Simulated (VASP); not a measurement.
# TaSeF (P4/mmm) in VASP: a series of runs, part 2 of 2

VASP 6.6.1. Earlier steps stand in the parts before.

**4. Single point, PBE**

This run uses another cell than the first one, of 22.15 Å³/atom, 1.190 times its volume.

INCAR reads:

```
  ALGO = Normal
  EDIFF = 1E-6
  ENCUT = 520
  GGA = PE
  ISIF = 2
  ISMEAR = 0
  LASPH = True
  LCHARG = False
  LREAL = False
  LWAVE = False
  NBANDS = 19
  NELM = 100
  PREC = Accurate
  SIGMA = 0.1
```

KPOINTS reads:

```
k-points
0
Gamma
  6 6 4
```

POSCAR reads:

```
TaSeF
1.0
    3.4263911600      0.0000000000      0.0000000000
    0.0000000000      3.4263911600      0.0000000000
    0.0000000000      0.0000000000      5.6608121600
Ta Se F
1 1 1
Direct
    0.0000000000      0.0000000000      0.5000000000
    0.5000000000      0.5000000000      0.5000000000
    0.0000000000      0.0000000000      0.0000000000
```

Potentials or basis: VASP PAW PBE potentials, release 64 (Ta_pv, Se, F).

Command:

```
$ cat potpaw_PBE.64/Ta_pv/POTCAR potpaw_PBE.64/Se/POTCAR potpaw_PBE.64/F/POTCAR > POTCAR
$ mpirun -np 1 vasp_std > vasp.out
```

OUTCAR:

```text
EDIFF = 1E-6
   ENCUT = 520
   GGA = PE
   ISIF = 2
   ISMEAR = 0
   LASPH = True
   LREAL = False
   NELM = 100
   PREC = Accurate

 ion  position               nearest neighbor table
   1  0.000  0.000  0.500-   2 2.42   2 2.42   2 2.42   2 2.42
   2  0.500  0.500  0.500-   1 2.42   1 2.42   1 2.42   1 2.42
   3  0.000  0.000  0.000-

  LATTYP: Found a simple tetragonal cell.
 ALAT       =     3.4263911600
 C/A-ratio  =     1.6521208162

  Lattice vectors:

 A1 = (   3.4263911600,   0.0000000000,   0.0000000000)
 A2 = (   0.0000000000,   3.4263911600,   0.0000000000)
 A3 = (   0.0000000000,   0.0000000000,   5.6608121600)

Analysis of symmetry for initial positions (statically):
=====================================================================
 Subroutine PRICEL returns:
 Original cell was already a primitive cell.

 Routine SETGRP: Setting up the symmetry group for a
 simple tetragonal supercell.

 Subroutine GETGRP returns: Found 16 space group operations
 (whereof 16 operations were pure point group operations)
 out of a pool of 16 trial point group operations.

The static configuration has the point symmetry D_4h.

Analysis of symmetry for dynamics (positions and initial velocities):
=====================================================================
 Subroutine PRICEL returns:
 Original cell was already a primitive cell.

 Routine SETGRP: Setting up the symmetry group for a
 simple tetragonal supercell.

 Subroutine GETGRP returns: Found 16 space group operations
 (whereof 16 operations were pure point group operations)
 out of a pool of 16 trial point group operations.
[... 114 lines left out ...]
   NELECT =      24.0000    total number of electrons
   NUPDOWN=      -1.0000    fix difference up-down
   EMIN   =  10.00;   EMAX   =-10.00  energy-range for DOS
   EFERMI =   0.00;   METHOD = LEGACY
   ISMEAR =     0;   SIGMA  =   0.10  broadening in eV -4-tet -1-fermi 0-gaus
   EFERMI_NEDOS =   21; number of points for ismear=-14 and -15
   IALGO  =     38    algorithm
   IMIX   =      4    mixing-type and parameters
     AMIX     =   0.40;   BMIX     =  1.00
     AMIX_MAG =   1.60;   BMIX_MAG =  1.00
  volume/ion in A,a.u.               =      22.15       149.50
  Fermi-wavevector in a.u.,A,eV,Ry     =   1.165810  2.203061 18.491848  1.359112
  Thomas-Fermi vector in A             =   2.302331
   LORBIT       =      0    0 simple, 1 ext, 2 COOP (PROOUT), +10 PAW based schemes
   GGA     = PE    functional components
   LHFCALC =     F    Hartree Fock is set to
   AEXX    =    0.0000 exact exchange contribution
   IVDW    =     0    specifies the selected vdW correction
   LEPSILON=     F    determine dielectric tensor
   LRPA    =     F    only Hartree local field effects (RPA)
 non-spin polarized calculation
 Gauss-broadening in eV      SIGMA  =   0.10
  energy-cutoff  :      520.00
  volume of cell :       66.46
 maximum number of plane-waves:      1820
 NGX is ok and might be reduce to    28
   NGX = 13   NGY = 13   NGZ = 21

 number of electron      23.9999986 magnetization

 Free energy of the ion-electron system (eV)
  ---------------------------------------------------
  ext. energy  EPLUGINS =         0.00000000
  ---------------------------------------------------
  free energy    TOTEN  =       -17.77396809 eV

  energy without entropy =      -17.75735583  energy(sigma->0) =      -17.76566196

 E-fermi :   1.9049     XC(G=0):  -9.0263

 val. band max:        1.8687724616   @ k =   0.3333   0.1667   0.5000
 cond. band min:       1.9065587089   @ k =   0.5000   0.1667   0.0000
 fundamental gap:      0.0377862473
 Fermi energy:         1.9049393159

 k-point     1 :       0.0000    0.0000    0.0000
  band No.  band energies     occupation
      1     -33.9523      2.00000
      2     -33.9523      2.00000
      3     -33.9461      2.00000
      4     -18.8450      2.00000
      5     -14.1501      2.00000
      6      -2.6915      2.00000
[... 505 lines left out ...]
      6      -6.7000      2.00000
[... 11 lines left out ...]
     18      10.3674      0.00000
     19      10.3782      0.00000

 [... further k-points ...]

------------------------ aborting loop because EDIFF is reached ----------------------------------------

  FORCE on cell =-STRESS in cart. coord.  units (eV):
  Direction    XX          YY          ZZ          XY          YZ          ZX
  --------------------------------------------------------------------------------------
  -------------------------------------------------------------------------------------
  Total        8.0900909      8.0900909    -10.9328772      0.0000000      0.0000000      0.0000000
  in kB      195.0344637    195.0344637   -263.5678457      0.0000000      0.0000000      0.0000000
  external PRESSURE =      42.1670272 kB  Pullay stress =       0.0000000 kB

 VOLUME and BASIS-vectors are now :
 -----------------------------------------------------------------------------
  energy-cutoff  :      520.00
  volume of cell :       66.46
      direct lattice vectors                 reciprocal lattice vectors
     3.426391160  0.000000000  0.000000000     0.291852259  0.000000000  0.000000000
     0.000000000  3.426391160  0.000000000     0.000000000  0.291852259  0.000000000
     0.000000000  0.000000000  5.660812160     0.000000000  0.000000000  0.176653097

 POSITION                                       TOTAL-FORCE (eV/Angst)
 -----------------------------------------------------------------------------------
      0.00000      0.00000      2.83041         0.000000      0.000000      0.000000
      1.71320      1.71320      2.83041         0.000000      0.000000      0.000000
      0.00000      0.00000      0.00000         0.000000      0.000000      0.000000
 -----------------------------------------------------------------------------------
    total drift:                               -0.000000      0.000000      0.000000

  FREE ENERGIE OF THE ION-ELECTRON SYSTEM (eV)
  ---------------------------------------------------
  free  energy   TOTEN  =       -17.7739680850 eV

  energy  without entropy=      -17.7573558334  energy(sigma->0) =      -17.76566196
```

stdout:

```text
POSCAR found type information on POSCAR TaSeF
 POSCAR found :  3 types and       3 ions
 scaLAPACK will be used
 LDA part: xc-table for (Slater+PW92), standard interpolation
 POSCAR, INCAR and KPOINTS ok, starting setup
 FFT: planning ... GRIDC
 FFT: planning ... GRID_SOFT
 FFT: planning ... GRID
 WAVECAR not read
 entering main loop
```

Wall time 15 s (1 thread of Intel Xeon 6975P-C (Granite Rapids), shared host); peak memory 0.2 GiB.

Results:

| Item | Value |
| --- | --- |
| Free energy | -17.7740 eV |
| Pressure | 4.2 GPa |
| Band gap on the k mesh | zero (band 12 reaches 2.83 eV, above the bottom of band 13 at 0.44 eV) |

Stress tensor (GPa, compression positive):
```
 19.50   0.00   0.00
  0.00  19.50   0.00
  0.00   0.00 -26.36
```

Levels at points of the mesh, in eV from the Fermi level:
| k point | band 8 | band 9 | band 10 | band 11 | band 12 | band 13 | band 14 | band 15 | band 16 | band 17 |
| --- | --- | --- | --- | --- | --- | --- | --- | --- | --- | --- |
| (0.00, 0.00, 0.00) | -2.65 | -2.65 | -2.35 | -1.68 | -1.68 | -0.75 | -0.15 | 0.40 | 0.40 | 3.62 |
| (0.50, 0.00, 0.00) | -4.86 | -3.02 | -2.37 | -1.67 | 0.55 | 0.81 | 1.36 | 2.95 | 4.54 | 5.14 |
| (0.50, 0.50, 0.00) | -2.84 | -2.58 | -2.14 | -2.14 | -1.46 | -1.46 | 0.83 | 1.77 | 2.17 | 3.48 |
| (0.00, 0.00, 0.50) | -3.73 | -2.61 | -2.61 | -1.82 | -1.82 | -0.75 | 0.55 | 0.55 | 1.44 | 3.89 |
| (0.50, 0.00, 0.50) | -5.06 | -3.48 | -2.04 | -1.73 | 0.92 | 1.24 | 2.08 | 2.94 | 3.55 | 5.07 |
| (0.50, 0.50, 0.50) | -3.37 | -2.64 | -2.61 | -2.61 | -0.93 | -0.93 | 1.12 | 2.17 | 2.82 | 3.51 |

Caveat: spin-orbit coupling is left out, which moves the levels of the heavy elements.

**5. Single point, PBE**

INCAR reads:

```
SYSTEM = TaSeF
ALGO = Normal
EDIFF = 1E-6
ENCUT = 520
GGA = PE
ISIF = 2
ISMEAR = 0
LASPH = .TRUE.
LCHARG = .FALSE.
LREAL = .FALSE.
LWAVE = .FALSE.
NBANDS = 19
NELM = 100
PREC = Accurate
SIGMA = 0.1
```

KPOINTS reads:

```
k-points
0
G
  6 6 4
  0 0 0
```

POSCAR reads:

```
TaSeF
1.0
    3.6758328131      0.0000000000      0.0000000000
    0.0000000000      3.6758328131      0.0000000000
    0.0000000000      0.0000000000      4.1376995554
Ta Se F
1 1 1
Direct
    0.0000000000      0.0000000000      0.5000000000
    0.5000000000      0.5000000000      0.5000000000
    0.0000000000      0.0000000000      0.0000000000
```

Command:

```
$ cat potpaw_PBE.64/Ta_pv/POTCAR potpaw_PBE.64/Se/POTCAR potpaw_PBE.64/F/POTCAR > POTCAR
$ mpirun -np 1 vasp_std > vasp.out
```

It took 12 s on 1 thread of Intel Xeon 6975P-C (Granite Rapids), shared host; peak memory 0.18 GiB.

Results (log left out):

| Quantity | Value |
| --- | --- |
| Free energy | -20.6927 eV |
| Pressure | 0.2 GPa |
| Band gap on the k mesh | zero (band 12 reaches 5.59 eV, above the bottom of band 13 at 3.60 eV) |

Levels at points of the mesh, in eV from the Fermi level:
```csv
k point,band 10,band 11,band 12,band 13,band 14,band 15
"(0.00, 0.00, 0.00)",-3.04,-2.96,-2.96,-0.85,-0.14,-0.14
"(0.50, 0.00, 0.00)",-5.61,-4.05,0.11,0.62,1.75,2.47
"(0.50, 0.50, 0.00)",-4.83,-2.29,-1.31,-1.31,0.25,1.34
"(0.00, 0.00, 0.50)",-3.01,-2.98,-2.98,-0.81,1.00,1.00
"(0.50, 0.00, 0.50)",-5.53,-3.67,0.68,1.25,2.01,2.84
"(0.50, 0.50, 0.50)",-5.17,-3.47,-0.08,-0.08,0.39,1.36
```

Caveat: the k points lie up to 0.38 Å⁻¹ apart; spin-orbit coupling is left out, which moves the levels of the heavy elements.

**6. Summary**

| task | cell | k mesh | cutoff (eV) | gap on the mesh (eV) | pressure (GPa) |
| --- | --- | --- | --- | --- | --- |
| single point | a = 3.670, b = 3.670, c = 4.145 Å, 3 atoms | 12 × 12 × 12 | 520 | none | 0.2 |
| relaxation of cell and atoms | relaxed from a = 3.676, b = 3.676, c = 4.138 Å, 3 atoms | 12 × 12 × 12 | 600 | none | 0.0 |
| single point | a = 3.426, b = 3.426, c = 5.661 Å, 3 atoms | 6 × 6 × 4 | 520 | none | 4.2 |
| single point | a = 3.676, b = 3.676, c = 4.138 Å, 3 atoms | 6 × 6 × 4 | 520 | none | 0.2 |

Alike in all rows: level PBE; potentials or basis VASP PAW PBE potentials, release 64 (Ta_pv, Se, F); no spin polarisation; smearing gaussian 0.1 eV.

Caveats: some runs use coarse meshes; spin-orbit coupling is left out, which moves the levels of the heavy elements.

Absolute energies hang on the potentials; compare differences alone.
